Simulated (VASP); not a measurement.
# Li (Fm-3m) in VASP: a series of runs, part 2 of 3

VASP 6.6.1.

**3. Electric field gradients, LDA (22.64 Å³/atom)**

File INCAR:

```
PREC = Accurate
ENCUT = 520
EDIFF = 1E-8
ISMEAR = -1
SIGMA = 0.05
LREAL = F
LASPH = T
NELM = 80
ALGO = Normal
ISIF = 2
LWAVE = F
LCHARG = F
LEFG = T
NBANDS = 8
```

File KPOINTS:

```
regular mesh
0
Gamma
  16 16 16
```

File POSCAR:

```
Li
1.0
    0.0000000000      2.2451874350      2.2451874350
    2.2451874350      0.0000000000      2.2451874350
    2.2451874350      2.2451874350      0.0000000000
Li
1
Direct
    0.0000000000      0.0000000000      0.0000000000
```

Potentials or basis: VASP PAW LDA potentials, release 64 (Li_sv).

Started as:

```console
$ cat potpaw_LDA.64/Li_sv/POTCAR > POTCAR
$ mpirun -np 1 vasp_std > vasp.out
```

OUTCAR:

```text
PREC = Accurate
   ENCUT = 520
   EDIFF = 1E-8
   ISMEAR = -1
   LREAL = F
   LASPH = T
   NELM = 80
   ISIF = 2

 ion  position               nearest neighbor table
   1  0.000  0.000  0.000-

  LATTYP: Found a face centered cubic cell.
 ALAT       =     4.4903748700

  Lattice vectors:

 A1 = (   0.0000000000,   2.2451874350,   2.2451874350)
 A2 = (   2.2451874350,   0.0000000000,   2.2451874350)
 A3 = (   2.2451874350,   2.2451874350,   0.0000000000)

Analysis of symmetry for initial positions (statically):
=====================================================================
 Subroutine PRICEL returns:
 Original cell was already a primitive cell.

 Routine SETGRP: Setting up the symmetry group for a
 face centered cubic supercell.

 Subroutine GETGRP returns: Found 48 space group operations
 (whereof 48 operations were pure point group operations)
 out of a pool of 48 trial point group operations.

The static configuration has the point symmetry O_h .

Analysis of symmetry for dynamics (positions and initial velocities):
=====================================================================
 Subroutine PRICEL returns:
 Original cell was already a primitive cell.

 Routine SETGRP: Setting up the symmetry group for a
 face centered cubic supercell.

 Subroutine GETGRP returns: Found 48 space group operations
 (whereof 48 operations were pure point group operations)
 out of a pool of 48 trial point group operations.

The dynamic configuration has the point symmetry O_h .

 Subroutine INISYM returns: Found 48 space group operations
 (whereof 48 operations are pure point group operations),
 and found     1 'primitive' translations

----------------------------------------------------------------------------------------

                                     Primitive cell

  volume of cell :      22.6354

  direct lattice vectors                    reciprocal lattice vectors
     0.000000000  2.245187435  2.245187435    -0.222698556  0.222698556  0.222698556
     2.245187435  0.000000000  2.245187435     0.222698556 -0.222698556  0.222698556
     2.245187435  2.245187435  0.000000000     0.222698556  0.222698556 -0.222698556

  length of vectors
     3.175174521  3.175174521  3.175174521     0.385725214  0.385725214  0.385725214

  position of ions in fractional coordinates (direct lattice)
     0.000000000  0.000000000  0.000000000

  ion indices of the primitive-cell ions
   primitive index   ion index
                 1           1

----------------------------------------------------------------------------------------

 KPOINTS: regular mesh

Automatic generation of k-mesh.
 Grid dimensions read from file:
 generate k-points for:   16   16   16

 Generating k-lattice:

  Cartesian coordinates                     Fractional coordinates (reciprocal lattice)
    -0.013918660  0.013918660  0.013918660     0.062500000  0.000000000  0.000000000
     0.013918660 -0.013918660  0.013918660     0.000000000  0.062500000  0.000000000
     0.013918660  0.013918660 -0.013918660     0.000000000  0.000000000  0.062500000
[... 66 lines left out ...]
   TEBEG  =    0.0;   TEEND  =   0.0 temperature during run
   PSTRESS=    0.0 pullay stress
   NELECT =       3.0000    total number of electrons
   NUPDOWN=      -1.0000    fix difference up-down
   EMIN   =  10.00;   EMAX   =-10.00  energy-range for DOS
   EFERMI =   0.00;   METHOD = LEGACY
   ISMEAR =    -1;   SIGMA  =   0.05  broadening in eV -4-tet -1-fermi 0-gaus
   EFERMI_NEDOS =   21; number of points for ismear=-14 and -15
   IALGO  =     38    algorithm
   IMIX   =      4    mixing-type and parameters
     AMIX     =   0.40;   BMIX     =  1.00
     AMIX_MAG =   1.60;   BMIX_MAG =  1.00
  volume/ion in A,a.u.               =      22.64       152.75
  Fermi-wavevector in a.u.,A,eV,Ry     =   0.834679  1.577314  9.479022  0.696688
  Thomas-Fermi vector in A             =   1.948110
   LORBIT       =      0    0 simple, 1 ext, 2 COOP (PROOUT), +10 PAW based schemes
   GGA     = CA    functional components
   LHFCALC =     F    Hartree Fock is set to
   AEXX    =    0.0000 exact exchange contribution
   IVDW    =     0    specifies the selected vdW correction
   LEPSILON=     F    determine dielectric tensor
   LRPA    =     F    only Hartree local field effects (RPA)
 non-spin polarized calculation
  energy-cutoff  :      520.00
  volume of cell :       22.64
 maximum number of plane-waves:       620
   NGX = 11   NGY = 11   NGZ = 11

 number of electron       3.0000008 magnetization

 Free energy of the ion-electron system (eV)
  ---------------------------------------------------
  ext. energy  EPLUGINS =         0.00000000
  ---------------------------------------------------
  free energy    TOTEN  =        -2.02473273 eV

  energy without entropy =       -2.02098785  energy(sigma->0) =       -2.02286029

 E-fermi :   0.2967     XC(G=0):  -6.8714

 val. band max:        0.2199777576   @ k =  -0.4375   0.0625   0.0000
 cond. band min:       0.3025301433   @ k =   0.4375   0.3125   0.0000
 fundamental gap:      0.0825523857
 Fermi energy:         0.2967202867

 k-point     1 :       0.0000    0.0000    0.0000
  band No.  band energies     occupation
      1     -45.5193      2.00000
      2      -3.0505      2.00000
      3      13.3503      0.00000
      4      13.3503      0.00000
      5      13.3503      0.00000
      6      17.3084      0.00000
      7      17.3084      0.00000
      8      17.3084      0.00000
[... 243 lines left out ...]
 k-point    24 :      -0.0625    0.0625    0.0000
  band No.  band energies     occupation
      1     -45.5180      2.00000
      2      -2.8742      2.00000
      3      12.1373      0.00000
      4      12.3120      0.00000
      5      13.4046      0.00000
      6      16.3351      0.00000
      7      17.5407      0.00000
      8      18.5175      0.00000

 [... further k-points ...]

------------------------ aborting loop because EDIFF is reached ----------------------------------------

  FORCE on cell =-STRESS in cart. coord.  units (eV):
  Direction    XX          YY          ZZ          XY          YZ          ZX
  --------------------------------------------------------------------------------------
  -------------------------------------------------------------------------------------
  Total       -0.2942359     -0.2942359     -0.2942359     -0.0000000     -0.0000000      0.0000000
  in kB      -20.8266053    -20.8266053    -20.8266053     -0.0000000     -0.0000000      0.0000000
  external PRESSURE =     -20.8266053 kB  Pullay stress =       0.0000000 kB

 VOLUME and BASIS-vectors are now :
 -----------------------------------------------------------------------------
  energy-cutoff  :      520.00
  volume of cell :       22.64
      direct lattice vectors                 reciprocal lattice vectors
     0.000000000  2.245187435  2.245187435    -0.222698556  0.222698556  0.222698556
     2.245187435  0.000000000  2.245187435     0.222698556 -0.222698556  0.222698556
     2.245187435  2.245187435  0.000000000     0.222698556  0.222698556 -0.222698556

 POSITION                                       TOTAL-FORCE (eV/Angst)
 -----------------------------------------------------------------------------------
      0.00000      0.00000      0.00000        -0.000000     -0.000000      0.000000
 -----------------------------------------------------------------------------------
    total drift:                               -0.000000      0.000000     -0.000000

  FREE ENERGIE OF THE ION-ELECTRON SYSTEM (eV)
  ---------------------------------------------------
  free  energy   TOTEN  =        -2.0247327325 eV

  energy  without entropy=       -2.0209878479  energy(sigma->0) =       -2.02286029

 Electric field gradients (V/A^2)
---------------------------------------------------------------------
 ion       V_xx      V_yy      V_zz      V_xy      V_xz      V_yz
---------------------------------------------------------------------
   1       0.000    -0.000     0.000     0.004     0.004     0.004
---------------------------------------------------------------------

 Electric field gradients after diagonalization (V/A^2)
 (convention: |V_zz| > |V_xx| > |V_yy|)
----------------------------------------------------------------------
 ion       V_xx      V_yy      V_zz     asymmetry (V_yy - V_xx)/ V_zz
----------------------------------------------------------------------
   1      -0.004    -0.004     0.009       0.000
----------------------------------------------------------------------

           NMR quadrupolar parameters

 Cq : quadrupolar parameter    Cq=e*Q*V_zz/h
 eta: asymmetry parameters     (V_yy - V_xx)/ V_zz
 Q  : nuclear electric quadrupole moment in mb (millibarn)
----------------------------------------------------------------------
 ion       Cq(MHz)       eta       Q (mb)
----------------------------------------------------------------------
   1       0.000       0.000       1.000
----------------------------------------------------------------------
```

stdout:

```text
POSCAR found type information on POSCAR Li
 POSCAR found :  1 types and       1 ions
 scaLAPACK will be used
 LDA part: xc-table for (Slater(with rela. corr.)+CA(PZ))
 , standard interpolation
 POSCAR, INCAR and KPOINTS ok, starting setup
 FFT: planning ... GRIDC
 FFT: planning ... GRID_SOFT
 FFT: planning ... GRID
 WAVECAR not read
 entering main loop
ion   1
```

Wall time 19 s (1 thread of Intel Xeon Platinum 8175M at 2.50GHz (Skylake/Cascade Lake), shared host); peak memory 0.13 GiB.

Results:

```yaml
Free_energy: -2.0247 eV
Band_gap_on_the_k_mesh: zero (an odd number of electrons rules out a gap without spin polarisation)
Largest_electric_field_gradient_by_atom: zero within the noise of the run
```

Levels at points of the mesh, in eV from the Fermi level:
```csv
k point,band 1,band 2,band 3,band 4,band 5,band 6
"(0.00, 0.00, 0.00)",-45.82,-3.35,13.05,13.05,13.05,17.01
"(0.50, 0.00, 0.00)",-45.80,0.03,2.62,11.50,11.50,15.50
"(0.50, 0.50, 0.00)",-45.80,1.43,4.38,7.73,7.73,10.00
```

Caveat: the cutoff is under 1.25 times the usual one of these potentials, so pressure, stress and relaxed cells hold a basis-set (Pulay) error.

**4. Electric field gradients, LDA (20.07 Å³/atom)**

This run uses another cell than the first one, of 20.07 Å³/atom.

File INCAR:

```
SYSTEM = Li
PREC = Accurate ; ENCUT = 520
EDIFF = 1E-8 ; ISMEAR = -1
SIGMA = 0.05 ; LREAL = .FALSE.
LASPH = .TRUE. ; NELM = 60
ALGO = Normal ; ISIF = 2
LWAVE = .FALSE. ; LCHARG = .FALSE.
LEFG = .TRUE. ; NBANDS = 8
```

File KPOINTS:

```
regular mesh
0
G
  16 16 16
  0 0 0
```

File POSCAR:

```
Li
1.0
    0.0000000000      2.1570486114      2.1570486114
    2.1570486114      0.0000000000      2.1570486114
    2.1570486114      2.1570486114      0.0000000000
Li
1
Direct
    0.0000000000      0.0000000000      0.0000000000
```

Potentials or basis: VASP PAW LDA potentials, release 64 (Li_sv).

Started as:

```console
$ cat potpaw_LDA.64/Li_sv/POTCAR > POTCAR
$ mpirun -np 1 vasp_std > vasp.out
```

OUTCAR:

```text
SYSTEM = Li
   PREC = Accurate
   ENCUT = 520
   EDIFF = 1E-8
   ISMEAR = -1
   LREAL = .FALSE.
   LASPH = .TRUE.
   NELM = 60
   ISIF = 2

 ion  position               nearest neighbor table
   1  0.000  0.000  0.000-

  LATTYP: Found a face centered cubic cell.
 ALAT       =     4.3140972228

  Lattice vectors:

 A1 = (   0.0000000000,   2.1570486114,   2.1570486114)
 A2 = (   2.1570486114,   0.0000000000,   2.1570486114)
 A3 = (   2.1570486114,   2.1570486114,   0.0000000000)

Analysis of symmetry for initial positions (statically):
=====================================================================
 Subroutine PRICEL returns:
 Original cell was already a primitive cell.

 Routine SETGRP: Setting up the symmetry group for a
 face centered cubic supercell.

 Subroutine GETGRP returns: Found 48 space group operations
 (whereof 48 operations were pure point group operations)
 out of a pool of 48 trial point group operations.

The static configuration has the point symmetry O_h .
[... 442 lines left out ...]
 -----------------------------------------------------------------------------
  energy-cutoff  :      520.00
  volume of cell :       20.07
      direct lattice vectors                 reciprocal lattice vectors
     0.000000000  2.157048611  2.157048611    -0.231798207  0.231798207  0.231798207
     2.157048611  0.000000000  2.157048611     0.231798207 -0.231798207  0.231798207
     2.157048611  2.157048611  0.000000000     0.231798207  0.231798207 -0.231798207

 POSITION                                       TOTAL-FORCE (eV/Angst)
 -----------------------------------------------------------------------------------
      0.00000      0.00000      0.00000         0.000000      0.000000      0.000000
 -----------------------------------------------------------------------------------
    total drift:                                0.000000      0.000000     -0.000000

  FREE ENERGIE OF THE ION-ELECTRON SYSTEM (eV)
  ---------------------------------------------------
  free  energy   TOTEN  =        -2.0475670916 eV

  energy  without entropy=       -2.0439296697  energy(sigma->0) =       -2.04574838

 Electric field gradients (V/A^2)
---------------------------------------------------------------------
 ion       V_xx      V_yy      V_zz      V_xy      V_xz      V_yz
---------------------------------------------------------------------
   1      -0.000     0.000     0.000    -0.001    -0.001    -0.001
---------------------------------------------------------------------

 Electric field gradients after diagonalization (V/A^2)
 (convention: |V_zz| > |V_xx| > |V_yy|)
----------------------------------------------------------------------
 ion       V_xx      V_yy      V_zz     asymmetry (V_yy - V_xx)/ V_zz
----------------------------------------------------------------------
   1       0.001     0.001    -0.003       0.000
----------------------------------------------------------------------

           NMR quadrupolar parameters

 Cq : quadrupolar parameter    Cq=e*Q*V_zz/h
 eta: asymmetry parameters     (V_yy - V_xx)/ V_zz
 Q  : nuclear electric quadrupole moment in mb (millibarn)
----------------------------------------------------------------------
 ion       Cq(MHz)       eta       Q (mb)
----------------------------------------------------------------------
   1      -0.000       0.000       1.000
----------------------------------------------------------------------
```

OSZICAR:

```text
N       E                     dE             d eps       ncg     rms          rms(c)
DAV:   1    -0.329455335376E+00   -0.32946E+00   -0.70507E+02  2320   0.257E+02
DAV:   2    -0.202774077663E+01   -0.16983E+01   -0.16760E+01  3408   0.343E+01
DAV:   3    -0.204859171844E+01   -0.20851E-01   -0.20844E-01  2584   0.302E+00
DAV:   4    -0.204908758697E+01   -0.49587E-03   -0.49587E-03  3768   0.333E-01
DAV:   5    -0.204908950889E+01   -0.19219E-05   -0.19219E-05  2688   0.116E-02    0.220E-01
DAV:   6    -0.204807005947E+01    0.10194E-02   -0.40099E-04  3888   0.791E-02    0.124E-01
DAV:   7    -0.204756478097E+01    0.50528E-03   -0.87539E-04  3768   0.120E-01    0.298E-02
DAV:   8    -0.204756682692E+01   -0.20460E-05   -0.17791E-05  2648   0.291E-02    0.137E-03
DAV:   9    -0.204756705142E+01   -0.22450E-06   -0.44182E-07  3464   0.533E-03    0.604E-04
DAV:  10    -0.204756709845E+01   -0.47038E-07   -0.47090E-08  3176   0.117E-03    0.353E-04
DAV:  11    -0.204756709161E+01    0.68442E-08   -0.28332E-09  1648   0.322E-04
   1 F= -.20475671E+01 E0= -.20457484E+01  d E =-.363742E-02
```

stdout:

```text
POSCAR found type information on POSCAR Li
 POSCAR found :  1 types and       1 ions
 scaLAPACK will be used
 LDA part: xc-table for (Slater(with rela. corr.)+CA(PZ))
 , standard interpolation
 POSCAR, INCAR and KPOINTS ok, starting setup
 FFT: planning ... GRIDC
 FFT: planning ... GRID_SOFT
 FFT: planning ... GRID
 WAVECAR not read
 entering main loop
ion   1
```

It took 23 s on 1 thread of Intel Xeon Platinum 8259CL at 2.50GHz (Skylake/Cascade Lake), shared host; peak memory 0.13 GiB.

What came out:

```yaml
Free_energy: -2.0476 eV
Band_gap_on_the_k_mesh: zero (an odd number of electrons rules out a gap without spin polarisation)
Largest_electric_field_gradient_by_atom: zero within the noise of the run
```

Caveat: the cutoff is under 1.25 times the usual one of these potentials, so pressure, stress and relaxed cells hold a basis-set (Pulay) error.

(Part 2 of 3 ends here.)
